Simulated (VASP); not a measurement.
# ZnAu (P4/mmm) in VASP: further runs, part 2 of 2

VASP 6.6.1. Earlier steps stand in the parts before.

## 3. Single point, PBE

This run uses another cell than the first one, of the same volume but with other edges.

INCAR reads:

```
PREC = Accurate
ENCUT = 520
EDIFF = 1E-6
ISMEAR = 0
SIGMA = 0.15
LREAL = F
LASPH = T
NELM = 100
ALGO = Fast
ISIF = 2
LWAVE = F
LCHARG = F
GGA = PE
NBANDS = 18
```

KPOINTS reads:

```
regular mesh
0
Gamma
  16 16 16
```

POSCAR reads:

```
ZnAu
1.0
    2.7491577225      0.0000000000      0.0000000000
    0.0000000000      2.7491577225      0.0000000000
    0.0000000000      0.0000000000      4.1237365838
Zn Au
1 1
Direct
    0.5000000000      0.5000000000      0.5000000000
    0.0000000000      0.0000000000      0.0000000000
```

Potentials or basis: VASP PAW PBE potentials, release 64 (Zn, Au).

The run is started by

```bash
$ cat potpaw_PBE.64/Zn/POTCAR potpaw_PBE.64/Au/POTCAR > POTCAR
$ mpirun -np 1 vasp_std > vasp.out
```

OUTCAR:

```text
PREC = Accurate
   ENCUT = 520
   EDIFF = 1E-6
   ISMEAR = 0
   LREAL = F
   LASPH = T
   NELM = 100
   ISIF = 2
   GGA = PE

 ion  position               nearest neighbor table
   1  0.500  0.500  0.500-   2 2.83   2 2.83   2 2.83   2 2.83   2 2.83   2 2.83   2 2.83   2 2.83

   2  0.000  0.000  0.000-   1 2.83   1 2.83   1 2.83   1 2.83   1 2.83   1 2.83   1 2.83   1 2.83

  LATTYP: Found a simple tetragonal cell.
 ALAT       =     2.7491577225
 C/A-ratio  =     1.5000000000

  Lattice vectors:

[... 192 lines left out ...]
      5      -0.2648      2.00000
      6      -0.0175      2.00000
[... 481 lines left out ...]
      5      -0.3525      2.00000
      6       0.5733      2.00000
[... 10 lines left out ...]
     17      19.3732      0.00000
     18      20.8149      0.00000

 [... further k-points ...]
[... 5 lines left out ...]
  --------------------------------------------------------------------------------------
  -------------------------------------------------------------------------------------
  Total        1.9544242      1.9544242      0.1490803      0.0000000     -0.0000000      0.0000000
  in kB      100.4706446    100.4706446      7.6637382      0.0000000     -0.0000000      0.0000000
  external PRESSURE =      69.5350092 kB  Pullay stress =       0.0000000 kB

 VOLUME and BASIS-vectors are now :
 -----------------------------------------------------------------------------
  energy-cutoff  :      520.00
  volume of cell :       31.17
      direct lattice vectors                 reciprocal lattice vectors
     2.749157723  0.000000000  0.000000000     0.363747773  0.000000000  0.000000000
     0.000000000  2.749157723  0.000000000     0.000000000  0.363747773  0.000000000
     0.000000000  0.000000000  4.123736584     0.000000000  0.000000000  0.242498516

 POSITION                                       TOTAL-FORCE (eV/Angst)
 -----------------------------------------------------------------------------------
      1.37458      1.37458      2.06187         0.000000      0.000000      0.000000
      0.00000      0.00000      0.00000         0.000000      0.000000      0.000000
 -----------------------------------------------------------------------------------
    total drift:                               -0.000000      0.000000      0.000000

  FREE ENERGIE OF THE ION-ELECTRON SYSTEM (eV)
  ---------------------------------------------------
  free  energy   TOTEN  =        -4.5797950234 eV

  energy  without entropy=       -4.5730491566  energy(sigma->0) =       -4.57642209
```

stdout:

```text
POSCAR found type information on POSCAR ZnAu
 POSCAR found :  2 types and       2 ions
 scaLAPACK will be used
 LDA part: xc-table for (Slater+PW92), standard interpolation
 POSCAR, INCAR and KPOINTS ok, starting setup
 FFT: planning ... GRIDC
 FFT: planning ... GRID_SOFT
 FFT: planning ... GRID
 WAVECAR not read
 entering main loop
WARNING in EDDRMM: call to ZHEGV failed, returncode =   8  4     18
WARNING in EDDRMM: call to ZHEGV failed, returncode =   8  4     17
```

Run time: 67 s. Hardware: 1 thread of Intel Xeon 6975P-C (Granite Rapids), shared host; peak memory 0.33 GiB.

Results:

- Free energy: -4.5798 eV
- Pressure: 7.0 GPa

Stress tensor (GPa, compression positive):
```
10.05  0.00  0.00
 0.00 10.05  0.00
 0.00  0.00  0.77
```

Levels at points of the mesh, in eV from the Fermi level:
```
           k point  band 10  band 11  band 12  band 13  band 14  band 15
(0.00, 0.00, 0.00)    -3.62    -2.90    -1.03     3.07     9.60     9.60
(0.50, 0.00, 0.00)    -4.12    -3.58    -0.47     5.50     6.04     7.22
(0.50, 0.50, 0.00)    -1.75    -0.12    -0.12     4.19     4.56     7.05
(0.00, 0.00, 0.50)    -3.93    -3.93    -2.92    11.55    12.82    12.82
(0.50, 0.00, 0.50)    -3.51    -2.68    -2.02     1.08     1.40    13.55
(0.50, 0.50, 0.50)    -1.75     2.68     4.01     4.01     4.16     4.16
```

Caveat: spin-orbit coupling is left out, which moves the levels of the heavy elements.

## 4. Single point, PBE

This run uses another cell than the first one, of the same volume but with other edges.

INCAR reads:

```
ALGO = Fast
EDIFF = 1E-7
ENCUT = 520
GGA = PE
ISIF = 2
ISMEAR = 0
LASPH = T
LCHARG = T
LELF = T
LREAL = F
LVHAR = T
LWAVE = F
NBANDS = 18
NELM = 100
PREC = Accurate
SIGMA = 0.15
```

KPOINTS reads:

```
k-points
0
Gamma
  16 16 16
```

POSCAR reads:

```
ZnAu
1.0
    3.5325658942      0.0000000000      0.0000000000
    0.0000000000      3.5325658942      0.0000000000
    0.0000000000      0.0000000000      2.4975240872
Zn Au
1 1
Direct
    0.5000000000      0.5000000000      0.5000000000
    0.0000000000      0.0000000000      0.0000000000
```

The run is started by

```bash
$ cat potpaw_PBE.64/Zn/POTCAR potpaw_PBE.64/Au/POTCAR > POTCAR
$ mpirun -np 1 vasp_std > vasp.out
```

Run time: 4.5 min. Hardware: 1 thread of Oxide Virtual Turin-like, shared host; peak memory 0.3 GiB.

The run converged. Its results:

| Quantity | Value |
| --- | --- |
| Free energy | -4.2911 eV |
| Pressure | 16.4 GPa |

Stress tensor (GPa, compression positive):
```
 3.11  0.00  0.00
 0.00  3.11  0.00
 0.00  0.00 42.97
```

Levels at points of the mesh, in eV from the Fermi level:
```tsv
k point	band 8	band 9	band 10	band 11	band 12	band 13	band 14	band 15	band 16	band 17
(0.00, 0.00, 0.00)	-5.12	-4.13	-2.83	-2.83	2.01	2.01	5.35	9.93	13.97	14.11
(0.50, 0.00, 0.00)	-6.26	-5.48	-3.70	-3.07	-2.87	7.17	7.33	7.80	10.73	16.59
(0.50, 0.50, 0.00)	-4.00	-3.00	-3.00	-2.94	-2.94	-1.47	0.49	17.53	17.53	17.94
(0.00, 0.00, 0.50)	-6.02	-4.83	-4.10	-2.68	1.27	9.97	10.03	10.24	10.38	10.38
(0.50, 0.00, 0.50)	-4.34	-3.96	-2.74	-1.25	-0.25	3.50	4.49	9.10	11.35	11.47
(0.50, 0.50, 0.50)	-5.55	-3.55	-2.45	2.63	3.46	3.78	4.86	4.86	6.49	7.05
```

Caveat: spin-orbit coupling is left out, which moves the levels of the heavy elements.

## 5. Summary

| cell | further INCAR settings | gap on the mesh (eV) | pressure (GPa) |
| --- | --- | --- | --- |
| a = 3.633, b = 3.633, c = 2.361 Å, 2 atoms | ALGO = Fast; EDIFF = 1e-06; NBANDS = 18 | none | 28.6 |
| a = 2.749, b = 2.749, c = 4.124 Å, 2 atoms | ALGO = Fast; EDIFF = 1e-06; NBANDS = 18 | none | 7.0 |
| a = 3.533, b = 3.533, c = 2.498 Å, 2 atoms | ALGO = Fast; EDIFF = 1e-07; NBANDS = 18 | none | 16.4 |

Alike in all rows: task single point; level PBE; potentials or basis VASP PAW PBE potentials, release 64 (Zn, Au); no spin polarisation; k mesh 16 × 16 × 16; cutoff (eV) 520; smearing gaussian 0.15 eV.

Caveats: spin-orbit coupling is left out, which moves the levels of the heavy elements.

Absolute energies hang on the potentials; compare differences alone.
